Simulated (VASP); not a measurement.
Wanted: the native input for a VASP 6.6.1 run.

| Property | Result |
| --- | --- |
| Task | single point |
| Functional | revPBE |
| Potentials or basis | VASP PAW PBE potentials, release 64 (Ir) |
| Cutoff | 520 eV |
| k mesh | 12 × 12 × 12 |
| Occupations | fermi-dirac, width 0.15 eV |
| Spin | no spin polarisation |
| Dipole correction | no |
| Further INCAR settings | ALGO = Normal; EDIFF = 1e-06; NBANDS = 10 |

The structure of Ir lies in POSCAR:

```
Ir
1.0
    0.0000000000      1.8356887756      1.8356887756
    1.8356887756      0.0000000000      1.8356887756
    1.8356887756      1.8356887756      0.0000000000
Ir
1
Direct
    0.0000000000      0.0000000000      0.0000000000
```

The input as run:

INCAR

```
PREC = Accurate
ENCUT = 520
EDIFF = 1E-6
ISMEAR = -1
SIGMA = 0.15
LREAL = F
LASPH = T
NELM = 80
ALGO = Normal
ISIF = 2
LWAVE = F
LCHARG = F
GGA = RE
NBANDS = 10
```

KPOINTS

```
Automatic mesh
0
Gamma
  12 12 12
```

Potentials or basis: VASP PAW PBE potentials, release 64 (Ir).

Launch:

```bash
$ cat potpaw_PBE.64/Ir/POTCAR > POTCAR
$ mpirun -np 1 vasp_std > vasp.out
```

Results of the run:

| Quantity | Value |
| --- | --- |
| Pressure | 87.3 GPa |

Caveat: the PAW data sets were made with another functional, which shifts forces and pressure a little.

Wall time 18 s on 1 thread of AMD EPYC 7R13 (shared host), peak memory 0.1 GiB.
